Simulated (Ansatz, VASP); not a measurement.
# CdS: VASP beside Ansatz

```xyz
2
Lattice="0.0000 2.9877 2.9877 2.9877 0.0000 2.9877 2.9877 2.9877 0.0000" Properties=species:S:1:pos:R:3 pbc="T T T"
Cd    0.0000    0.0000    0.0000
S     1.4938    1.4938    1.4938
```

Alike in both runs: task single point; functional PBE; dispersion D3(BJ); k mesh 6 × 6 × 6; no spin polarisation.

|  | VASP | Ansatz |
| --- | --- | --- |
| version | VASP 6.6.1 | Ansatz 0.2.0 |
| potentials or method | VASP PAW PBE potentials, release 64 (Cd, S), cutoff 520 eV | plane waves, PAW |
| occupations | methfessel-paxton of order 1, width 0.1 eV | cold |
| valence electrons in the cell | 18 | 26 |

Ansatz gave:

```
pressure (GPa) : -3.2
```

Q: Estimate VASP's values.

A: Pressure (GPa): -2.9.

VASP's potentials hold 18 valence electrons a cell and Ansatz's 26, so a difference there can come from the potentials and not from the codes.
